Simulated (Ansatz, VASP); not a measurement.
CdS: VASP beside Ansatz

```
CELL_PARAMETERS angstrom
4.26117 0.00000 0.00000
-2.13058 3.69028 0.00000
0.00000 0.00000 5.80417
ATOMIC_POSITIONS crystal
Cd 0.03000 0.01665 0.44233
S 0.68291 0.31529 0.42919
```

Change from the starting cell: atoms moved at random, drawn with an rms of 0.15 Å.

Alike in both runs: functional PBE; dispersion D3(BJ); k mesh 7 × 7 × 5; occupations fermi-dirac, width 0.02 eV; no spin polarisation.

```csv
,VASP,Ansatz
version,VASP 6.6.1,Ansatz 0.2.0
potentials or method,"VASP PAW PBE potentials, release 64 (Cd, S), cutoff 520 eV","all-electron LAPW, scalar-relativistic"
task,single point,band structure
```

```tsv
	VASP	Ansatz	Ansatz less VASP
gap on the k mesh at the Fermi level (eV)	1.32	1.31	-0.004
least direct gap on the mesh (eV)	1.32	1.32	-0.004
pressure (GPa)	-0.3	-0.5	-0.17
traceless stress, the component that is largest in VASP (GPa)	1.77	1.62	-0.154
rms of the force components (eV/Å)	0.463	0.448	-0.0145
```

Atom by atom the forces differ by 0.015 eV/Å (rms over components). Ansatz ran all-electron here, and VASP with PAW potentials.
